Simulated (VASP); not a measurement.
The system is MnSi6.

```xyz
7
Lattice="5.8833 0.0000 0.0000 0.0000 5.8833 0.0000 0.0000 0.0000 5.8833" Properties=species:S:1:pos:R:3 pbc="T T T"
Mn    0.0000    0.0000    0.0000
Si    1.2005    2.9417    2.9417
Si    2.9417    1.2005    2.9417
Si    4.6829    2.9417    2.9417
Si    2.9417    4.6829    2.9417
Si    2.9417    2.9417    1.2005
Si    2.9417    2.9417    4.6829
```

The cell was built from a structure type or drawn by symmetry, and may not be a known phase.

```yaml
Program: VASP 6.6.1
Task: relaxation of cell and atoms
Functional: PBE
Potentials_or_basis: VASP PAW PBE potentials, release 64 (Mn_pv, Si)
Cutoff: 600 eV
k_mesh: 6 × 6 × 6
Occupations: gaussian, width 0.1 eV
Spin: collinear spin, ferromagnetic start
Starting_moments: "[5.52, 0.0, 0.0, 0.0, 0.0, 0.0, 0.0] μB"
```

At the start: pressure 1.0 GPa; volume 29.09 Å³/atom.

Task: How do energy, volume and symmetry change on relaxing?

Result: Over 9 steps the energy falls by 5.4 meV/atom and the volume is 31.01 Å³/atom (+6.6 %); space group Pm-3m (No. 221, to 0.1 Å) before and after; moment 4.51 μB per cell.

Step by step:
| step | energy change (eV) | largest force (eV/Å) | pressure (GPa) | volume (Å³) |
| --- | --- | --- | --- | --- |
| 1 | 0.0000 | 0.0451 | 0.99 | 203.64 |
| 2 | -0.0150 | 0.1812 | -0.04 | 208.96 |
| 3 | -0.0151 | 0.1613 | 0.09 | 208.45 |
| 4 | -0.0222 | 0.1319 | 0.07 | 210.05 |
| 5 | -0.0358 | 0.0501 | 0.03 | 214.89 |
| 6 | 0.0003 | 0.4083 | -0.03 | 224.80 |
| 7 | -0.0373 | 0.0189 | 0.05 | 216.06 |
| 8 | -0.0377 | 0.0130 | 0.03 | 217.28 |
| 9 | -0.0377 | 0.0065 | 0.03 | 217.06 |

Final structure:
```yaml
crystal:
  lattice:
    - [6.00978, 0.00000, 0.00000]
    - [0.00000, 6.00978, 0.00000]
    - [0.00000, 0.00000, 6.00978]
  atoms:
    - { symbol: Mn, position: [0.00000, 0.00000, 0.00000] }
    - { symbol: Si, position: [0.21023, 0.50000, 0.50000] }
    - { symbol: Si, position: [0.50000, 0.21023, 0.50000] }
    - { symbol: Si, position: [0.78977, 0.50000, 0.50000] }
    - { symbol: Si, position: [0.50000, 0.78977, 0.50000] }
    - { symbol: Si, position: [0.50000, 0.50000, 0.21023] }
    - { symbol: Si, position: [0.50000, 0.50000, 0.78977] }
```
